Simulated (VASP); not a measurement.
# Al3N4 (R-3m) in VASP: a series of runs, part 2 of 2

VASP 6.6.1. Earlier steps stand in the parts before.

## (3) Single point, PBE

This run uses another cell than the first one, of 11.02 Å³/atom.

File INCAR:

```
SYSTEM = Al3N4
PREC     = Accurate       ! precision mode
ENCUT    = 520            ! plane-wave cutoff, eV
EDIFF    = 1E-7           ! SCF threshold, eV
ISMEAR   = 0              ! smearing method
SIGMA    = 0.1            ! smearing width, eV
LREAL    = .False.        ! projectors in reciprocal space
LASPH    = .True.         ! aspherical terms in the spheres
NELM     = 80             ! most SCF steps
ALGO     = Normal         ! electronic algorithm
ISIF     = 2              ! what is computed and relaxed
LWAVE    = .False.        ! write WAVECAR
LCHARG   = .False.        ! write CHGCAR
GGA      = PE             ! functional
NBANDS   = 24             ! bands
```

File KPOINTS:

```
Automatic mesh
0
Gamma
  6 6 6
  0 0 0
```

File POSCAR:

```
Al3N4
1.0
    1.5587658482      0.8999538821      9.1621087903
   -1.5587658482      0.8999538821      9.1621087903
    0.0000000000     -1.7999077641      9.1621087903
Al N
3 4
Direct
    0.0000000000      0.0000000000      0.0000000000
    0.5714000000      0.5714000000      0.5714000000
    0.4286000000      0.4286000000      0.4286000000
    0.8571000000      0.8571000000      0.8571000000
    0.1429000000      0.1429000000      0.1429000000
    0.7143000000      0.7143000000      0.7143000000
    0.2857000000      0.2857000000      0.2857000000
```

Potentials or basis: VASP PAW PBE potentials, release 64 (Al, N).

Started as:

```console
> cat potpaw_PBE.64/Al/POTCAR potpaw_PBE.64/N/POTCAR > POTCAR
> mpirun -np 1 vasp_std > vasp.out
```

OUTCAR:

```text
SYSTEM = Al3N4
   PREC = Accurate
   ENCUT = 520
   EDIFF = 1E-7
   ISMEAR = 0
   LREAL = .False.
   LASPH = .True.
   NELM = 80
   ISIF = 2
   GGA = PE

 ion  position               nearest neighbor table
   1  0.000  0.000  0.000-   6 2.23   6 2.23   7 2.23   7 2.23   6 2.23   7 2.23   3 3.18   2 3.18
                             3 3.18   2 3.18   3 3.18   2 3.18
   2  0.571  0.571  0.571-   4 2.23   4 2.23   4 2.23   7 2.23   7 2.23   7 2.23   1 3.18   1 3.18
                             1 3.18
   3  0.429  0.429  0.429-   5 2.23   5 2.23   5 2.23   6 2.23   6 2.23   6 2.23   1 3.18   1 3.18
                             1 3.18
   4  0.857  0.857  0.857-   2 2.23   2 2.23   2 2.23
   5  0.143  0.143  0.143-   3 2.23   3 2.23   3 2.23
   6  0.714  0.714  0.714-   3 2.23   3 2.23   1 2.23   1 2.23   3 2.23   1 2.23
   7  0.286  0.286  0.286-   1 2.23   1 2.23   2 2.23   2 2.23   1 2.23   2 2.23

  LATTYP: Found a trigonal (rhomboedric) cell.
 ALAT       =     9.3372322154
 COS(alpha) =     0.9442614791

  Lattice vectors:

 A1 = (   1.5587658482,   0.8999538821,   9.1621087903)
 A2 = (  -1.5587658482,   0.8999538821,   9.1621087903)
 A3 = (   0.0000000000,  -1.7999077641,   9.1621087903)

[... 184 lines left out ...]

 E-fermi :   6.5110     XC(G=0): -10.9493

 val. band max:        6.5105740958   @ k =   0.5000   0.1667   0.0000
 cond. band min:       6.5464008290   @ k =  -0.3333   0.1667   0.0000
 fundamental gap:      0.0358267332
 Fermi energy:         6.5109640629

 k-point     1 :       0.0000    0.0000    0.0000
  band No.  band energies     occupation
      1      -9.6481      2.00000
      2      -8.7474      2.00000
      3      -8.3653      2.00000
      4      -5.8039      2.00000
      5      -0.4935      2.00000
      6       2.5746      2.00000
[... 637 lines left out ...]
     23      14.7839      0.00000
     24      15.2142      0.00000

 [... further k-points ...]
[... 5 lines left out ...]
  --------------------------------------------------------------------------------------
  -------------------------------------------------------------------------------------
  Total      -13.5783376    -13.5783376    -18.4529947      0.0000000     -0.0000000      0.0000000
  in kB     -282.1040716   -282.1040716   -383.3801374      0.0000000     -0.0000000      0.0000000
  external PRESSURE =    -315.8627602 kB  Pullay stress =       0.0000000 kB

 VOLUME and BASIS-vectors are now :
 -----------------------------------------------------------------------------
  energy-cutoff  :      520.00
  volume of cell :       77.12
      direct lattice vectors                 reciprocal lattice vectors
     1.558765848  0.899953882  9.162108790     0.320766586  0.185194675  0.036381726
    -1.558765848  0.899953882  9.162108790    -0.320766586  0.185194675  0.036381726
     0.000000000 -1.799907764  9.162108790     0.000000000 -0.370389350  0.036381726

 POSITION                                       TOTAL-FORCE (eV/Angst)
 -----------------------------------------------------------------------------------
      0.00000      0.00000      0.00000         0.000000      0.000000      0.000000
      0.00000      0.00000     15.70569        -0.000000     -0.000000     -0.209989
      0.00000      0.00000     11.78064        -0.000000      0.000000      0.209989
      0.00000      0.00000     23.55853        -0.000000      0.000000      2.082744
      0.00000      0.00000      3.92780        -0.000000     -0.000000     -2.082744
      0.00000      0.00000     19.63348        -0.000000     -0.000000     -0.226854
      0.00000      0.00000      7.85284        -0.000000      0.000000      0.226854
 -----------------------------------------------------------------------------------
    total drift:                               -0.000000     -0.000000     -0.000000

  FREE ENERGIE OF THE ION-ELECTRON SYSTEM (eV)
  ---------------------------------------------------
  free  energy   TOTEN  =       -43.3970674900 eV

  energy  without entropy=      -43.3863097375  energy(sigma->0) =      -43.39168861
```

Wall time 6.9 min (1 thread of Intel Xeon Platinum 8488C (Sapphire Rapids), shared host); peak memory 0.63 GiB.

Results:

| Item | Value |
| --- | --- |
| Free energy | -43.3971 eV |
| Pressure | -31.6 GPa |
| Largest force | 2.083 eV/Å |
| Band gap on the k mesh | zero (an odd number of electrons rules out a gap without spin polarisation) |

Forces in eV/Å, atoms in the order of the input:
```
Al   0.000  0.000  0.000
Al   0.000  0.000 -0.210
Al   0.000  0.000  0.210
N    0.000  0.000  2.083
N    0.000  0.000 -2.083
N    0.000  0.000 -0.227
N    0.000  0.000  0.227
```

Levels at points of the mesh, in eV from the Fermi level:
```tsv
k point	band 10	band 11	band 12	band 13	band 14	band 15	band 16	band 17	band 18	band 19
(0.00, 0.00, 0.00)	-1.11	-1.11	-0.97	-0.97	0.04	0.36	0.36	2.26	3.76	5.53
(0.50, 0.00, 0.00)	-3.39	-2.73	-2.60	-1.73	-0.77	-0.24	0.33	2.53	4.13	5.41
(0.50, 0.50, 0.00)	-2.88	-2.60	-2.27	-1.95	-0.93	-0.65	0.38	2.68	4.63	4.69
(0.50, 0.50, 0.50)	-1.27	-1.27	-1.08	-0.88	-0.88	0.35	0.35	2.74	3.65	5.25
```

Caveat: the k points lie up to 0.39 Å⁻¹ apart, too coarse for converged energies and pressures of a metal; an odd number of electrons without spin polarisation forces a metal; a magnetic or distorted state may lie lower.

## (4) Single point, PBE

File INCAR:

```
SYSTEM = Al3N4
PREC = Accurate
ENCUT = 520
EDIFF = 1E-7
ISMEAR = 0
SIGMA = 0.1
LREAL = .False.
LASPH = .True.
NELM = 60
ALGO = Normal
ISIF = 2
LWAVE = .False.
LCHARG = .False.
GGA = PE
NBANDS = 24
```

File KPOINTS:

```
Automatic mesh
0
Gamma
  12 12 12
  0 0 0
```

File POSCAR:

```
Al3N4
1.0
    1.5119406437      0.8729193376      8.2211828447
   -1.5119406437      0.8729193376      8.2211828447
    0.0000000000     -1.7458386753      8.2211828447
Al N
3 4
Direct
    0.0000000000      0.0000000000      0.0000000000
    0.5674185738      0.5674185738      0.5674185738
    0.4325814262      0.4325814262      0.4325814262
    0.8722892377      0.8722892377      0.8722892377
    0.1277107623      0.1277107623      0.1277107623
    0.7107240544      0.7107240544      0.7107240544
    0.2892759456      0.2892759456      0.2892759456
```

Started as:

```console
> cat potpaw_PBE.64/Al/POTCAR potpaw_PBE.64/N/POTCAR > POTCAR
> mpirun -np 1 vasp_std > vasp.out
```

It took 32 min on 1 thread of Intel Xeon Platinum 8488C (Sapphire Rapids), shared host; peak memory 0.64 GiB.

It converged, with:

| Item | Value |
| --- | --- |
| Free energy | -46.1517 eV |
| Pressure | -0.2 GPa |
| Largest force | 0.010 eV/Å |
| Band gap on the k mesh | zero (an odd number of electrons rules out a gap without spin polarisation) |

Forces in eV/Å, atoms in the order of the input:
```
Al   0.000  0.000  0.000
Al   0.000  0.000 -0.010
Al   0.000  0.000  0.010
N    0.000  0.000  0.010
N    0.000  0.000 -0.010
N    0.000  0.000 -0.002
N    0.000  0.000  0.002
```

Levels at points of the mesh, in eV from the Fermi level:
```csv
k point,band 11,band 12,band 13,band 14,band 15,band 16,band 17,band 18,band 19,band 20
"(0.00, 0.00, 0.00)",-0.88,-0.66,-0.66,-0.09,-0.09,1.61,5.38,5.55,7.85,8.63
"(0.50, 0.00, 0.00)",-2.51,-2.30,-0.84,-0.75,0.09,0.10,4.64,6.40,7.34,8.96
"(0.50, 0.50, 0.00)",-1.85,-1.63,-1.63,-0.83,-0.31,0.04,4.58,6.71,7.32,8.63
"(0.50, 0.50, 0.50)",-0.36,-0.36,-0.23,-0.23,-0.06,0.68,5.56,5.76,7.77,8.25
```

Caveat: an odd number of electrons without spin polarisation forces a metal; a magnetic or distorted state may lie lower.

## (5) Single point, PBE, collinear spin, ferromagnetic start

This run uses another cell than the first one, of 11.02 Å³/atom.

File INCAR:

```
SYSTEM = Al3N4
PREC = Accurate
ENCUT = 520
EDIFF = 1E-6
ISMEAR = 0
SIGMA = 0.1
LREAL = .FALSE.
LASPH = .TRUE.
NELM = 150
ALGO = Normal
ISIF = 2
LWAVE = .FALSE.
LCHARG = .FALSE.
ISPIN = 2
MAGMOM = 0 0 0 1 1 1 1
LORBIT = 11
GGA = PE
NBANDS = 28
```

File KPOINTS:

```
Automatic mesh
0
G
  6 6 6
  0 0 0
```

File POSCAR:

```
Al3N4
1.0
    1.5587658482      0.8999538821      9.1621087903
   -1.5587658482      0.8999538821      9.1621087903
    0.0000000000     -1.7999077641      9.1621087903
Al N
3 4
Direct
    0.0000000000      0.0000000000      0.0000000000
    0.5714000000      0.5714000000      0.5714000000
    0.4286000000      0.4286000000      0.4286000000
    0.8571000000      0.8571000000      0.8571000000
    0.1429000000      0.1429000000      0.1429000000
    0.7143000000      0.7143000000      0.7143000000
    0.2857000000      0.2857000000      0.2857000000
```

Potentials or basis: VASP PAW PBE potentials, release 64 (Al, N).

Started as:

```console
> cat potpaw_PBE.64/Al/POTCAR potpaw_PBE.64/N/POTCAR > POTCAR
> mpirun -np 1 vasp_std > vasp.out
```

OUTCAR:

```text
SYSTEM = Al3N4
   PREC = Accurate
   ENCUT = 520
   EDIFF = 1E-6
   ISMEAR = 0
   LREAL = .FALSE.
   LASPH = .TRUE.
   NELM = 150
   ISIF = 2
   ISPIN = 2
   LORBIT = 11
   GGA = PE

 ion  position               nearest neighbor table
   1  0.000  0.000  0.000-   6 2.23   6 2.23   7 2.23   7 2.23   6 2.23   7 2.23   3 3.18   2 3.18
                             3 3.18   2 3.18   3 3.18   2 3.18
   2  0.571  0.571  0.571-   4 2.23   4 2.23   4 2.23   7 2.23   7 2.23   7 2.23   1 3.18   1 3.18
                             1 3.18
   3  0.429  0.429  0.429-   5 2.23   5 2.23   5 2.23   6 2.23   6 2.23   6 2.23   1 3.18   1 3.18
                             1 3.18
   4  0.857  0.857  0.857-   2 2.23   2 2.23   2 2.23
   5  0.143  0.143  0.143-   3 2.23   3 2.23   3 2.23
   6  0.714  0.714  0.714-   3 2.23   3 2.23   1 2.23   1 2.23   3 2.23   1 2.23
   7  0.286  0.286  0.286-   1 2.23   1 2.23   2 2.23   2 2.23   1 2.23   2 2.23

  LATTYP: Found a trigonal (rhomboedric) cell.
 ALAT       =     9.3372322154
 COS(alpha) =     0.9442614791

  Lattice vectors:

 A1 = (   1.5587658482,   0.8999538821,   9.1621087903)
 A2 = (  -1.5587658482,   0.8999538821,   9.1621087903)
 A3 = (   0.0000000000,  -1.7999077641,   9.1621087903)

Analysis of symmetry for initial positions (statically):
=====================================================================
 Subroutine PRICEL returns:
 Original cell was already a primitive cell.

 Routine SETGRP: Setting up the symmetry group for a
 trigonal (rhombohedral) supercell.

 Subroutine GETGRP returns: Found 12 space group operations
 (whereof 12 operations were pure point group operations)
 out of a pool of 12 trial point group operations.

The static configuration has the point symmetry D_3d.

Analysis of symmetry for dynamics (positions and initial velocities):
=====================================================================
 Subroutine PRICEL returns:
 Original cell was already a primitive cell.

 Routine SETGRP: Setting up the symmetry group for a
 trigonal (rhombohedral) supercell.

 Subroutine GETGRP returns: Found 12 space group operations
 (whereof 12 operations were pure point group operations)
 out of a pool of 12 trial point group operations.

The dynamic configuration has the point symmetry D_3d.

Analysis of structural, dynamic, and magnetic symmetry:
=====================================================================
 Subroutine PRICEL returns:
 Original cell was already a primitive cell.

 Routine SETGRP: Setting up the symmetry group for a
 trigonal (rhombohedral) supercell.

 Subroutine GETGRP returns: Found 12 space group operations
 (whereof 12 operations were pure point group operations)
 out of a pool of 12 trial point group operations.

The overall configuration has the point symmetry D_3d.

 Subroutine INISYM returns: Found 12 space group operations
 (whereof 12 operations are pure point group operations),
 and found     1 'primitive' translations

----------------------------------------------------------------------------------------

                                     Primitive cell

  volume of cell :      77.1166

  direct lattice vectors                    reciprocal lattice vectors
     1.558765848  0.899953882  9.162108790     0.320766586  0.185194675  0.036381726
    -1.558765848  0.899953882  9.162108790    -0.320766586  0.185194675  0.036381726
[... 109 lines left out ...]
   EFERMI =   0.00;   METHOD = LEGACY
   ISMEAR =     0;   SIGMA  =   0.10  broadening in eV -4-tet -1-fermi 0-gaus
   EFERMI_NEDOS =   21; number of points for ismear=-14 and -15
   IALGO  =     38    algorithm
   IMIX   =      4    mixing-type and parameters
     AMIX     =   0.40;   BMIX     =  1.00
     AMIX_MAG =   1.60;   BMIX_MAG =  1.00
  volume/ion in A,a.u.               =      11.02        74.34
  Fermi-wavevector in a.u.,A,eV,Ry     =   1.181657  2.233009 18.998006  1.396314
  Thomas-Fermi vector in A             =   2.317927
   LORBIT       =     11    0 simple, 1 ext, 2 COOP (PROOUT), +10 PAW based schemes
   GGA     = PE    functional components
   LHFCALC =     F    Hartree Fock is set to
   AEXX    =    0.0000 exact exchange contribution
   IVDW    =     0    specifies the selected vdW correction
   LEPSILON=     F    determine dielectric tensor
   LRPA    =     F    only Hartree local field effects (RPA)
 spin polarized calculation
 Gauss-broadening in eV      SIGMA  =   0.10
  energy-cutoff  :      520.00
  volume of cell :       77.12
 maximum number of plane-waves:      2096
 NGX is ok and might be reduce to    70
   NGX = 35   NGY = 35   NGZ = 35

 number of electron      28.9999997 magnetization       0.0050979

 number of electron      28.9999997 magnetization      -0.0047695

 Free energy of the ion-electron system (eV)
  ---------------------------------------------------
  ext. energy  EPLUGINS =         0.00000000
  ---------------------------------------------------
  free energy    TOTEN  =       -43.39706150 eV

  energy without entropy =      -43.38628801  energy(sigma->0) =      -43.39167476

 E-fermi :   6.5103     XC(G=0): -10.9493

 val. band max:        6.5092320062   @ k =   0.5000   0.1667   0.0000
 cond. band min:       6.5104261770   @ k =   0.5000   0.1667   0.0000
 fundamental gap:      0.0011941708
 Fermi energy:         6.5103107453

 spin component 1

 k-point     1 :       0.0000    0.0000    0.0000
  band No.  band energies     occupation
      1      -9.6477      1.00000
      2      -8.7470      1.00000
      3      -8.3650      1.00000
      4      -5.8038      1.00000
      5      -0.4934      1.00000
      6       2.5746      1.00000
[... 685 lines left out ...]
     25      15.3117      0.00000
     26      16.0323      0.00000

 [... further k-points ...]

 spin component 2

 k-point     1 :       0.0000    0.0000    0.0000
  band No.  band energies     occupation
      1      -9.6489      1.00000
      2      -8.7482      1.00000
      3      -8.3655      1.00000
      4      -5.8050      1.00000
      5      -0.4939      1.00000
      6       2.5741      1.00000
[... 685 lines left out ...]
     25      15.3112      0.00000
     26      16.0323      0.00000

 [... further k-points ...]

 [bands above 26 left out]

------------------------ aborting loop because EDIFF is reached ----------------------------------------

  FORCE on cell =-STRESS in cart. coord.  units (eV):
  Direction    XX          YY          ZZ          XY          YZ          ZX
  --------------------------------------------------------------------------------------
  -------------------------------------------------------------------------------------
  Total      -13.5660075    -13.5660075    -18.4510076      0.0000000     -0.0000000     -0.0000000
  in kB     -281.8479012   -281.8479012   -383.3388533      0.0000000     -0.0000000     -0.0000000
  external PRESSURE =    -315.6782186 kB  Pullay stress =       0.0000000 kB

 VOLUME and BASIS-vectors are now :
 -----------------------------------------------------------------------------
  energy-cutoff  :      520.00
  volume of cell :       77.12
      direct lattice vectors                 reciprocal lattice vectors
     1.558765848  0.899953882  9.162108790     0.320766586  0.185194675  0.036381726
    -1.558765848  0.899953882  9.162108790    -0.320766586  0.185194675  0.036381726
     0.000000000 -1.799907764  9.162108790     0.000000000 -0.370389350  0.036381726

 POSITION                                       TOTAL-FORCE (eV/Angst)
 -----------------------------------------------------------------------------------
      0.00000      0.00000      0.00000         0.000000     -0.000000     -0.000000
      0.00000      0.00000     15.70569         0.000000     -0.000000     -0.210634
      0.00000      0.00000     11.78064         0.000000      0.000000      0.210634
      0.00000      0.00000     23.55853         0.000000      0.000000      2.082393
      0.00000      0.00000      3.92780         0.000000     -0.000000     -2.082393
      0.00000      0.00000     19.63348         0.000000     -0.000000     -0.226385
      0.00000      0.00000      7.85284         0.000000      0.000000      0.226385
 -----------------------------------------------------------------------------------
    total drift:                               -0.000000     -0.000000     -0.000000

  FREE ENERGIE OF THE ION-ELECTRON SYSTEM (eV)
  ---------------------------------------------------
  free  energy   TOTEN  =       -43.3970615022 eV

  energy  without entropy=      -43.3862880129  energy(sigma->0) =      -43.39167476

 total charge

# of ion       s       p       d       tot
------------------------------------------
    1        0.306   0.286   0.000   0.592
    2        0.344   0.283   0.000   0.627
    3        0.344   0.283   0.000   0.627
    4        1.318   2.116   0.000   3.433
    5        1.318   2.116   0.000   3.433
    6        1.233   2.412   0.000   3.645
    7        1.233   2.412   0.000   3.645
--------------------------------------------------
tot          6.096   9.907   0.000  16.003

 magnetization (x)

# of ion       s       p       d       tot
------------------------------------------
    1        0.000   0.000   0.000   0.000
    2        0.000  -0.000   0.000  -0.000
    3        0.000  -0.000   0.000  -0.000
    4       -0.000  -0.000   0.000  -0.000
    5       -0.000  -0.000   0.000  -0.000
    6       -0.000  -0.000   0.000  -0.000
    7       -0.000  -0.000   0.000  -0.000
--------------------------------------------------
tot         -0.000  -0.001   0.000  -0.001
```

Wall time 49 min (1 thread of Intel Xeon Platinum 8488C (Sapphire Rapids), shared host); peak memory 0.99 GiB.

What came out:

```
Free energy                                           : -43.3971 eV
Pressure                                              : -31.6 GPa
Largest force                                         : 2.082 eV/Å
Net moment                                            : 0.00 μB per cell
Valence electrons inside the program's atomic spheres : Al 0.59, 0.63 (each value once); N 3.43, 3.65 (each value once)
```

Forces in eV/Å, atoms in the order of the input:
```
Al   0.000  0.000  0.000
Al   0.000  0.000 -0.211
Al   0.000  0.000  0.211
N    0.000  0.000  2.082
N    0.000  0.000 -2.082
N    0.000  0.000 -0.226
N    0.000  0.000  0.226
```

Stress tensor (GPa, compression positive):
```
-28.18   0.00   0.00
  0.00 -28.18   0.00
  0.00   0.00 -38.33
```

Caveat: the k points lie up to 0.39 Å⁻¹ apart; forces of over 1 eV/Å act on the atoms, so gaps and moduli don't describe the material at rest.

## (6) Summary

```csv
spin,cell,k mesh,gap on the mesh (eV),pressure (GPa),largest force (eV/Å)
off,"a = 8.411 Å, angles 20.7°, 7 atoms, atomic positions A",6 × 6 × 6,none,-0.2,0.01
off,"a = 9.337 Å, angles 19.2°, 7 atoms, atomic positions B",6 × 6 × 6,none,-31.6,2.08
off,"a = 8.405 Å, angles 20.7°, 7 atoms, atomic positions C",12 × 12 × 12,none,-0.2,0.01
"collinear, ferromagnetic start","a = 9.337 Å, angles 19.2°, 7 atoms, atomic positions B",6 × 6 × 6,none,-31.6,2.08
```

Alike in all rows: task single point; level PBE; potentials or basis VASP PAW PBE potentials, release 64 (Al, N); cutoff (eV) 520; smearing gaussian 0.1 eV.

Caveats: some runs use coarse meshes; an odd number of electrons without spin polarisation forces a metal (at least some runs); a magnetic or distorted state may lie lower (at least some runs); forces of over 1 eV/Å act on the atoms, so gaps and moduli don't describe the material at rest (at least some runs).

Total energies depend on the potentials used, so only differences within one code and one set of settings carry meaning.

The gap in the log of VASP goes by the Fermi energy; the results here count the filled bands.